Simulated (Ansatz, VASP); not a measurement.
**BN in VASP and in Ansatz**

Contents of INCAR:

```
SYSTEM = BN
PREC = Accurate
ENCUT = 520
EDIFF = 1E-7
ISMEAR = 0
SIGMA = 0.05
LREAL = .False.
LASPH = .True.
NELM = 60
ALGO = Normal
ISIF = 2
LWAVE = .False.
LCHARG = .False.
GGA = PE
NBANDS = 16
```

The input KPOINTS:

```
regular mesh
0
Gamma
  12 12 6
  0 0 0
```

The input POSCAR:

```
BN
1.0
    2.5545800962      0.0000000000      0.0000000000
   -1.2772900481      2.2123312593      0.0000000000
    0.0000000000      0.0000000000      4.2245145363
B N
2 2
Direct
    0.7758191526      0.4132384988      0.9998058548
    0.3333333333      0.6666666667      0.4998058548
    0.6666666667      0.3333333333      0.6251941452
    0.3333333333      0.6666666667      0.1251941452
```

Input for Ansatz:

```yaml
crystal:
  lattice:
    - [2.5545800962, 0.0, 0.0]
    - [-1.2772900481, 2.2123312593, 0.0]
    - [0.0, 0.0, 4.2245145363]
  atoms:
    - { symbol: B, position: [0.7758191526, 0.4132384988, 0.9998058548] }
    - { symbol: B, position: [0.3333333333, 0.6666666667, 0.4998058548] }
    - { symbol: "N", position: [0.6666666667, 0.3333333333, 0.6251941452] }
    - { symbol: "N", position: [0.3333333333, 0.6666666667, 0.1251941452] }
basis:
  ecutwfc: 420
kpoints:
  mp_grid: { grid: [12, 12, 6] }
hamiltonian:
  xc: pbe
scf:
  occupations: { method: gaussian, width: 0.05 }
output:
  forces: true
  stress: true
  eigenvalues: true
```

Alike in both runs: task single point; functional PBE; k mesh 12 × 12 × 6; occupations gaussian, width 0.05 eV; no spin polarisation.

|  | VASP | Ansatz |
| --- | --- | --- |
| version | VASP 6.6.1 | Ansatz 0.2.0 |
| potentials or method | VASP PAW PBE potentials, release 64 (B, N), cutoff 520 eV | scalar-relativistic, plane waves, PAW |
| valence electrons in the cell | 16 | 16 |

Ansatz gave:

| Quantity | Value |
| --- | --- |
| gap on the k mesh at the Fermi level (eV) | 4.11 |
| least direct gap on the mesh (eV) | 6.34 |
| pressure (GPa) | 11.5 |
| traceless stress, the component that is largest in VASP (GPa) | 9.48 |
| rms of the force components (eV/Å) | 3.107 |

**Question.** Which values does VASP return?

**Answer.** gap on the k mesh at the Fermi level (eV): 4.09; least direct gap on the mesh (eV): 6.34; pressure (GPa): 11.6; traceless stress, the component that is largest in VASP (GPa): 9.56; rms of the force components (eV/Å): 3.112.

Atom by atom the forces differ by 0.006 eV/Å (rms over components). With one functional, cell and mesh, what is left measures potentials, basis and numerics.
